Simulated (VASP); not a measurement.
# BP (F-43m) in VASP: a series of runs

Runs on BP. Level: PBE0. Tasks: single point.

All numbers are computed with VASP 6.6.1; they aren't measurements. Logs are shortened: lines on timing, memory, paths and dates and some standing lists are left out, and cuts for length are marked.

### Step 1. The cell of the first run

It takes space group F-43m (No. 216, cubic). The conventional cell has a = 4.445 Å, b = 4.445 Å, c = 4.445 Å, α = 90.00°, β = 90.00°, γ = 90.00°. P (site symmetry -43m) has 4 B at 1.92 Å within 2.6 Å. B (site symmetry -43m) has 4 P at 1.92 Å within 2.6 Å.

### Step 2. Single point, PBE0

The input, POSCAR:

```
BP
1.0
    0.0000000000      2.2226808807      2.2226808807
    2.2226808807      0.0000000000      2.2226808807
    2.2226808807      2.2226808807      0.0000000000
P B
1 1
Direct
    0.7500000000      0.7500000000      0.7500000000
    0.0000000000      0.0000000000      0.0000000000
```

The input, INCAR.step1:

```
  ALGO = Normal
  EDIFF = 1E-5
  ENCUT = 520
  GGA = PE
  ISIF = 2
  ISMEAR = -1
  LASPH = T
  LCHARG = F
  LREAL = F
  LWAVE = T
  NBANDS = 11
  NELM = 100
  PREC = Accurate
  SIGMA = 0.05
```

The input, INCAR.step2:

```
  AEXX = 0.25
  ALGO = Normal
  EDIFF = 1E-6
  ENCUT = 520
  GGA = PE
  ISIF = 2
  ISMEAR = -1
  ISTART = 1
  LASPH = T
  LCHARG = F
  LHFCALC = T
  LREAL = F
  LWAVE = F
  NBANDS = 11
  NELM = 100
  PREC = Accurate
  PRECFOCK = Normal
  SIGMA = 0.05
```

The input, KPOINTS:

```
k-points
0
Gamma
  5 5 5
```

Potentials or basis: VASP PAW PBE potentials, release 64 (P, B).

Launch:

```
> cat potpaw_PBE.64/P/POTCAR potpaw_PBE.64/B/POTCAR > POTCAR
> cp INCAR.step1 INCAR
> mpirun -np 1 vasp_std > vasp.out
> cp INCAR.step2 INCAR
> mpirun -np 1 vasp_std > vasp.out
```

OUTCAR:

```text
AEXX = 0.25
   EDIFF = 1E-6
   ENCUT = 520
   GGA = PE
   ISIF = 2
   ISMEAR = -1
   ISTART = 1
   LASPH = T
   LHFCALC = T
   LREAL = F
   NELM = 100
   PREC = Accurate
   PRECFOCK = Normal

 ion  position               nearest neighbor table
   1  0.750  0.750  0.750-   2 1.92   2 1.92   2 1.92   2 1.92
   2  0.000  0.000  0.000-   1 1.92   1 1.92   1 1.92   1 1.92

  LATTYP: Found a face centered cubic cell.
 ALAT       =     4.4453617614

  Lattice vectors:

 A1 = (   0.0000000000,   2.2226808807,   2.2226808807)
 A2 = (   2.2226808807,   0.0000000000,   2.2226808807)
 A3 = (   2.2226808807,   2.2226808807,   0.0000000000)

Analysis of symmetry for initial positions (statically):
=====================================================================
 Subroutine PRICEL returns:
 Original cell was already a primitive cell.

 Routine SETGRP: Setting up the symmetry group for a
 face centered cubic supercell.

 Subroutine GETGRP returns: Found 24 space group operations
 (whereof 24 operations were pure point group operations)
 out of a pool of 48 trial point group operations.

The static configuration has the point symmetry T_d .

Analysis of symmetry for dynamics (positions and initial velocities):
=====================================================================
 Subroutine PRICEL returns:
 Original cell was already a primitive cell.

 Routine SETGRP: Setting up the symmetry group for a
 face centered cubic supercell.

 Subroutine GETGRP returns: Found 24 space group operations
 (whereof 24 operations were pure point group operations)
 out of a pool of 48 trial point group operations.

The dynamic configuration has the point symmetry T_d .

 Subroutine INISYM returns: Found 24 space group operations
 (whereof 24 operations are pure point group operations),
 and found     1 'primitive' translations

----------------------------------------------------------------------------------------

                                     Primitive cell

  volume of cell :      21.9615

  direct lattice vectors                    reciprocal lattice vectors
     0.000000000  2.222680881  2.222680881    -0.224953570  0.224953570  0.224953570
     2.222680881  0.000000000  2.222680881     0.224953570 -0.224953570  0.224953570
     2.222680881  2.222680881  0.000000000     0.224953570  0.224953570 -0.224953570

  length of vectors
     3.143345446  3.143345446  3.143345446     0.389631013  0.389631013  0.389631013

  position of ions in fractional coordinates (direct lattice)
     0.750000000  0.750000000  0.750000000
     0.000000000  0.000000000  0.000000000

  ion indices of the primitive-cell ions
   primitive index   ion index
                 1           1
                 2           2

----------------------------------------------------------------------------------------

 KPOINTS: k-points

Automatic generation of k-mesh.
 Grid dimensions read from file:
 generate k-points for:    5    5    5

 Generating k-lattice:

  Cartesian coordinates                     Fractional coordinates (reciprocal lattice)
    -0.044990714  0.044990714  0.044990714     0.200000000  0.000000000  0.000000000
     0.044990714 -0.044990714  0.044990714     0.000000000  0.200000000  0.000000000
     0.044990714  0.044990714 -0.044990714     0.000000000  0.000000000  0.200000000

  Length of vectors
     0.077926203  0.077926203  0.077926203

  Shift w.r.t. Gamma in fractional coordinates (k-lattice)
     0.000000000  0.000000000  0.000000000

 Subroutine IBZKPT returns following result:
 ===========================================

 Found     10 irreducible k-points:

 Following reciprocal coordinates:
            Coordinates               Weight
  0.000000  0.000000  0.000000      1.000000
  0.200000  0.000000  0.000000      8.000000
  0.400000  0.000000  0.000000      8.000000
  0.200000  0.200000  0.000000      6.000000
  0.400000  0.200000  0.000000     24.000000
 -0.400000  0.200000  0.000000     24.000000
 -0.200000  0.200000  0.000000     12.000000
  0.400000  0.400000  0.000000      6.000000
 -0.400000  0.400000  0.000000     12.000000
 -0.400000  0.400000  0.200000     24.000000
   k-points           NKPTS =     10   k-points in BZ     NKDIM =    125   number of bands    NBANDS=     11
   number of dos      NEDOS =    301   number of ions     NIONS =      2
   total plane-waves  NPLWV =  13824
   dimension x,y,z NGX =    24 NGY =   24 NGZ =   24
   dimension x,y,z NGXF=    48 NGYF=   48 NGZF=   48
   ions per type =               1   1
   NGX,Y,Z   is equivalent  to a cutoff of  12.69, 12.69, 12.69 a.u.
   NGXF,Y,Z  is equivalent  to a cutoff of  25.39, 25.39, 25.39 a.u.
 SYSTEM =  unknown system
   PREC   = accura    normal or accurate (medium, high low for compatibility)
   ISTART =      1    job   : 0-new  1-cont  2-samecut
   ICHARG =      0    charge: 1-file 2-atom 10-const
   ISPIN  =      1    spin polarized calculation?
   LNONCOLLINEAR =      F non collinear calculations
   LSORBIT =      F    spin-orbit coupling
   LASPH  =      T    aspherical Exc in radial PAW
   ENCUT  =  520.0 eV  38.22 Ry    6.18 a.u.   5.84  5.84  5.84*2*pi/ulx,y,z
   NELM   =    100;   NELMIN=  2; NELMDL=  0     # of ELM steps
   EDIFF  = 0.1E-05   stopping-criterion for ELM
   LREAL  =      F    real-space projection
   EDIFFG = 0.1E-04   stopping-criterion for IOM
   NSW    =      0    number of steps for IOM
   IBRION =     -1    ionic relax: 0-MD 1-quasi-New 2-CG
   NFREE  =      0    steps in history (QN), initial steepest desc. (CG)
   ISIF   =      2    stress and relaxation
   ISYM   =      3    0-nonsym 1-usesym 2-fastsym
   POTIM  = 0.5000    time-step for ionic-motion
   TEBEG  =    0.0;   TEEND  =   0.0 temperature during run
   PSTRESS=    0.0 pullay stress
   NELECT =       8.0000    total number of electrons
   NUPDOWN=      -1.0000    fix difference up-down
   EMIN   =  10.00;   EMAX   =-10.00  energy-range for DOS
   EFERMI =   0.00;   METHOD = LEGACY
   ISMEAR =    -1;   SIGMA  =   0.05  broadening in eV -4-tet -1-fermi 0-gaus
   EFERMI_NEDOS =   21; number of points for ismear=-14 and -15
   IALGO  =     38    algorithm
   IMIX   =      1    mixing-type and parameters
     AMIX     =   0.40;   BMIX     =  1.00
     AMIX_MAG =   1.60;   BMIX_MAG =  1.00
  volume/ion in A,a.u.               =      10.98        74.10
  Fermi-wavevector in a.u.,A,eV,Ry     =   1.169188  2.209445 18.599175  1.367001
  Thomas-Fermi vector in A             =   2.305664
   LORBIT       =      0    0 simple, 1 ext, 2 COOP (PROOUT), +10 PAW based schemes
   GGA     = PE    functional components
   LHFCALC =     T    Hartree Fock is set to
   PRECFOCK=normal    Normal, Fast or Accurate (Low or Medium for compatibility)
   ENCUT4O =  -1.0   cutoff for four orbital integrals eV
   NKREDX  =     1    reduce k-point grid by
   NKREDY  =     1    reduce k-point grid by
   NKREDZ  =     1    reduce k-point grid by
   AEXX    =    0.2500 exact exchange contribution
   HFSCREEN=    0.0000 screening length (either q_TF or 0.3 A-1)
   HFSCREENC=   0.0000 screening length for correlation (either q_TF or 0.3 A-1)
   ENCUTFOCK=  -1.0 apply spherical cutoff to Coloumb kernel
   IVDW    =     0    specifies the selected vdW correction
   LEPSILON=     F    determine dielectric tensor
   LRPA    =     F    only Hartree local field effects (RPA)
 non-spin polarized calculation
  energy-cutoff  :      520.00
  volume of cell :       21.96
 maximum number of plane-waves:       609
  NGX = 18; NGY = 18; NGZ = 18

 number of electron       8.0000000 magnetization

 Free energy of the ion-electron system (eV)
  ---------------------------------------------------
  ext. energy  EPLUGINS =         0.00000000
  ---------------------------------------------------
  free energy    TOTEN  =       -15.72002334 eV

  energy without entropy =      -15.72002334  energy(sigma->0) =      -15.72002334

 E-fermi :   8.3897     XC(G=0):  -8.8073

 val. band max:        7.3752195149   @ k =   0.0000   0.0000   0.0000
 cond. band min:      10.0164538316   @ k =   0.4000   0.4000   0.0000
 fundamental gap:      2.6412343166
 Fermi energy:         8.3897223536

 k-point     1 :       0.0000    0.0000    0.0000
  band No.  band energies     occupation
      1     -10.3744      2.00000
      2       7.3752      2.00000
      3       7.3752      2.00000
      4       7.3752      2.00000
      5      12.5666      0.00000
      6      12.5666      0.00000
      7      12.5666      0.00000
      8      17.8539      0.00000
      9      21.2177      0.00000
     10      21.8024      0.00000
     11      21.8024      0.00000

 k-point     2 :       0.2000    0.0000    0.0000
  band No.  band energies     occupation
      1      -9.5497      2.00000
      2       3.2195      2.00000
      3       6.4071      2.00000
      4       6.4071      2.00000
      5      13.4152      0.00000
      6      13.8375      0.00000
      7      13.8375      0.00000
      8      19.3323      0.00000
      9      20.3480      0.00000
     10      20.3480      0.00000
     11      22.8332      0.00000

 k-point     3 :       0.4000    0.0000    0.0000
  band No.  band energies     occupation
      1      -7.2915      2.00000
      2      -1.9356      2.00000
      3       5.4677      2.00000
      4       5.4677      2.00000
      5      13.3225      0.00000
      6      14.0080      0.00000
      7      14.0080      0.00000
      8      19.8354      0.00000
      9      23.0494      0.00000
     10      23.0494      0.00000
     11      24.3872      0.00000
[... 71 lines left out ...]
 k-point     9 :      -0.4000    0.4000    0.0000
  band No.  band energies     occupation
      1      -4.5147      2.00000
      2      -2.2578      2.00000
      3       0.5271      2.00000
      4       3.0400      2.00000
      5      10.7376      0.00000
      6      13.9151      0.00000
      7      20.6197      0.00000
      8      21.4307      0.00000
      9      22.8038      0.00000
     10      23.6862      0.00000
     11      29.1834      0.00000

 k-point    10 :      -0.4000    0.4000    0.2000
  band No.  band energies     occupation
      1      -5.3753      2.00000
      2      -1.2429      2.00000
      3       0.7936      2.00000
      4       2.3725      2.00000
      5      13.7407      0.00000
      6      14.9460      0.00000
      7      16.4860      0.00000
      8      20.7181      0.00000
      9      21.5170      0.00000
     10      24.8406      0.00000
     11      28.7753      0.00000

------------------------ aborting loop because EDIFF is reached ----------------------------------------

  FORCE on cell =-STRESS in cart. coord.  units (eV):
  Direction    XX          YY          ZZ          XY          YZ          ZX
  --------------------------------------------------------------------------------------
  -------------------------------------------------------------------------------------
  Total        1.3255781      1.3255781      1.3255781      0.0000000      0.0000000      0.0000000
  in kB       96.7062579     96.7062579     96.7062579      0.0000000      0.0000000      0.0000000
  external PRESSURE =      96.7062579 kB  Pullay stress =       0.0000000 kB

 VOLUME and BASIS-vectors are now :
 -----------------------------------------------------------------------------
  energy-cutoff  :      520.00
  volume of cell :       21.96
      direct lattice vectors                 reciprocal lattice vectors
     0.000000000  2.222680881  2.222680881    -0.224953570  0.224953570  0.224953570
     2.222680881  0.000000000  2.222680881     0.224953570 -0.224953570  0.224953570
     2.222680881  2.222680881  0.000000000     0.224953570  0.224953570 -0.224953570

 POSITION                                       TOTAL-FORCE (eV/Angst)
 -----------------------------------------------------------------------------------
      3.33402      3.33402      3.33402        -0.000000      0.000000     -0.000000
      0.00000      0.00000      0.00000         0.000000     -0.000000      0.000000
 -----------------------------------------------------------------------------------
    total drift:                               -0.000000     -0.000000     -0.000000

  FREE ENERGIE OF THE ION-ELECTRON SYSTEM (eV)
  ---------------------------------------------------
  free  energy   TOTEN  =       -15.7200233392 eV

  energy  without entropy=      -15.7200233391  energy(sigma->0) =      -15.72002334
```

Run time: 1.9 min. Hardware: 1 thread of AMD EPYC 7R43 (Zen 3), shared host; peak memory 0.1 GiB.

Results:

```yaml
Free_energy: -15.7200 eV
Pressure: 9.7 GPa
Band_gap_on_the_k_mesh: 2.64 eV (least direct gap 5.19 eV)
```

Caveat: the k points lie up to 0.49 Å⁻¹ apart; the PAW data sets were made with another functional, which shifts forces and pressure a little; an odd mesh through Γ misses points on the zone boundary, where band edges can lie.

### Step 3. Single point, PBE0

This run uses another cell than the first one, of 11.21 Å³/atom.

The input, POSCAR:

```
BP
1.0
    0.0000000000      2.2383340787      2.2383340787
    2.2383340787      0.0000000000      2.2383340787
    2.2383340787      2.2383340787      0.0000000000
P B
1 1
Direct
    0.7500000000      0.7500000000      0.7500000000
    0.0000000000      0.0000000000      0.0000000000
```

The input, INCAR.step1:

```
ALGO     = Normal         # electronic algorithm
EDIFF    = 1E-5           # SCF threshold, eV
ENCUT    = 520            # plane-wave cutoff, eV
GGA      = PE             # functional
ISIF     = 2              # what is computed and relaxed
ISMEAR   = -1             # smearing method
LASPH    = True           # aspherical terms in the spheres
LREAL    = False          # projectors in reciprocal space
LWAVE    = True           # write WAVECAR
NBANDS   = 11             # bands
NELM     = 80             # most SCF steps
PREC     = Accurate       # precision mode
SIGMA    = 0.05           # smearing width, eV
```

The input, INCAR.step2:

```
AEXX     = 0.25           # exact-exchange fraction
ALGO     = Normal         # electronic algorithm
EDIFF    = 1E-6           # SCF threshold, eV
ENCUT    = 520            # plane-wave cutoff, eV
GGA      = PE             # functional
ISIF     = 2              # what is computed and relaxed
ISMEAR   = -1             # smearing method
ISTART   = 1            
LASPH    = True           # aspherical terms in the spheres
LCHARG   = True           # write CHGCAR
LELF     = True           # ELF
LHFCALC  = True           # exact exchange
LREAL    = False          # projectors in reciprocal space
LVHAR    = True         
LWAVE    = False          # write WAVECAR
NBANDS   = 11             # bands
NELM     = 80             # most SCF steps
PREC     = Accurate       # precision mode
PRECFOCK = Normal       
SIGMA    = 0.05           # smearing width, eV
```

KPOINTS is that of step 2.

Potentials or basis: VASP PAW PBE potentials, release 64 (P, B).

Launch:

```
> cat potpaw_PBE.64/P/POTCAR potpaw_PBE.64/B/POTCAR > POTCAR
> cp INCAR.step1 INCAR
> mpirun -np 1 vasp_std > vasp.out
> cp INCAR.step2 INCAR
> mpirun -np 1 vasp_std > vasp.out
```

Wall time 1.8 min (1 thread of AMD EPYC 7R43 (Zen 3), shared host); peak memory 0.1 GiB.

Results (log left out):

```
Free energy            : -15.7421 eV
Pressure               : 5.4 GPa
Band gap on the k mesh : 2.67 eV (least direct gap 5.15 eV)
```

Levels at points of the mesh, in eV from the valence-band top:
```tsv
k point	band 1	band 2	band 3	band 4	band 5	band 6	band 7	band 8
(0.00, 0.00, 0.00)	-17.54	0.00	0.00	0.00	5.15	5.15	5.15	10.13
```

Caveat: the k points lie up to 0.49 Å⁻¹ apart; the PAW data sets were made with another functional, which shifts forces and pressure a little; an odd mesh through Γ misses points on the zone boundary, where band edges can lie.

### Step 4. Single point, PBE0

This run uses another cell than the first one, of 11.45 Å³/atom.

The input, POSCAR:

```
BP
1.0
    0.0000000000      2.2537713532      2.2537713532
    2.2537713532      0.0000000000      2.2537713532
    2.2537713532      2.2537713532      0.0000000000
P B
1 1
Direct
    0.7500000000      0.7500000000      0.7500000000
    0.0000000000      0.0000000000      0.0000000000
```

The input, INCAR.step1:

```
ALGO = Normal
EDIFF = 1E-5
ENCUT = 520
GGA = PE
ISIF = 2
ISMEAR = -1
LASPH = True
LCHARG = False
LREAL = False
LWAVE = True
NBANDS = 11
NELM = 60
PREC = Accurate
SIGMA = 0.05
```

The input, INCAR.step2:

```
AEXX = 0.25
ALGO = Normal
EDIFF = 1E-6
ENCUT = 520
GGA = PE
ISIF = 2
ISMEAR = -1
ISTART = 1
LASPH = True
LCHARG = False
LHFCALC = True
LREAL = False
LWAVE = False
NBANDS = 11
NELM = 60
PREC = Accurate
PRECFOCK = Normal
SIGMA = 0.05
```

KPOINTS is that of step 3.

Launch:

```
> cat potpaw_PBE.64/P/POTCAR potpaw_PBE.64/B/POTCAR > POTCAR
> cp INCAR.step1 INCAR
> mpirun -np 1 vasp_std > vasp.out
> cp INCAR.step2 INCAR
> mpirun -np 1 vasp_std > vasp.out
```

Run time: 95 s. Hardware: 1 thread of AMD EPYC 7R43 (Zen 3), shared host; peak memory 0.1 GiB.

It converged, with:

| Item | Value |
| --- | --- |
| Free energy | -15.7525 eV |
| Pressure | 1.5 GPa |
| Band gap on the k mesh | 2.69 eV (least direct gap 5.12 eV) |

Levels at points of the mesh, in eV from the valence-band top:
```csv
k point,band 1,band 2,band 3,band 4,band 5,band 6,band 7,band 8
"(0.00, 0.00, 0.00)",-17.34,0.00,0.00,0.00,5.12,5.12,5.12,9.79
```

Caveat: the k points lie up to 0.48 Å⁻¹ apart; the PAW data sets were made with another functional, which shifts forces and pressure a little; an odd mesh through Γ misses points on the zone boundary, where band edges can lie.

### Step 5. Single point, PBE0

This run uses another cell than the first one, of 11.68 Å³/atom.

The input, POSCAR:

```
BP
1.0
    0.0000000000      2.2690000000      2.2690000000
    2.2690000000      0.0000000000      2.2690000000
    2.2690000000      2.2690000000      0.0000000000
P B
1 1
Direct
    0.7500000000      0.7500000000      0.7500000000
    0.0000000000      0.0000000000      0.0000000000
```

The input, INCAR.step1:

```
SYSTEM = BP
ALGO = Normal ; EDIFF = 1E-5
ENCUT = 520 ; GGA = PE
ISIF = 2 ; ISMEAR = -1
LASPH = .TRUE. ; LCHARG = .FALSE.
LREAL = .FALSE. ; LWAVE = .TRUE.
NBANDS = 11 ; NELM = 100
PREC = Accurate ; SIGMA = 0.05
```

The input, INCAR.step2:

```
SYSTEM = BP
AEXX = 0.25 ; ALGO = Normal
EDIFF = 1E-6 ; ENCUT = 520
GGA = PE ; ISIF = 2
ISMEAR = -1 ; ISTART = 1
LASPH = .TRUE. ; LCHARG = .FALSE.
LHFCALC = .TRUE. ; LREAL = .FALSE.
LWAVE = .FALSE. ; NBANDS = 11
NELM = 100 ; PREC = Accurate
PRECFOCK = Normal ; SIGMA = 0.05
```

The input, KPOINTS:

```
k-points
0
G
  5 5 5
  0 0 0
```

Launch:

```
> cat potpaw_PBE.64/P/POTCAR potpaw_PBE.64/B/POTCAR > POTCAR
> cp INCAR.step1 INCAR
> mpirun -np 1 vasp_std > vasp.out
> cp INCAR.step2 INCAR
> mpirun -np 1 vasp_std > vasp.out
```

Wall time 95 s (1 thread of AMD EPYC 7R43 (Zen 3), shared host); peak memory 0.1 GiB.

It converged, with:

```
Free energy            : -15.7520 eV
Pressure               : -2.0 GPa
Band gap on the k mesh : 2.72 eV (least direct gap 5.08 eV)
```

Levels at points of the mesh, in eV from the valence-band top:
```csv
k point,band 2,band 3,band 4,band 5,band 6,band 7
"(0.00, 0.00, 0.00)",0.00,0.00,0.00,5.08,5.08,5.08
```

Caveat: the k points lie up to 0.48 Å⁻¹ apart; the PAW data sets were made with another functional, which shifts forces and pressure a little; an odd mesh through Γ misses points on the zone boundary, where band edges can lie.

### Step 6. Overview

```csv
cell,gap on the mesh (eV),pressure (GPa)
"a = 3.143 Å, angles 60.0°, 2 atoms",2.64,9.7
"a = 3.165 Å, angles 60.0°, 2 atoms",2.67,5.4
"a = 3.187 Å, angles 60.0°, 2 atoms",2.69,1.5
"a = 3.209 Å, angles 60.0°, 2 atoms",2.72,-2.0
```

Alike in all rows: task single point; level PBE0; potentials or basis VASP PAW PBE potentials, release 64 (P, B); no spin polarisation; k mesh 5 × 5 × 5; cutoff (eV) 520; smearing fermi-dirac 0.05 eV.

Caveats: all runs use coarse meshes; the PAW data sets were made with another functional, which shifts forces and pressure a little; an odd mesh through Γ misses points on the zone boundary, where band edges can lie.

Total energies depend on the potentials used, so only differences within one code and one set of settings carry meaning.
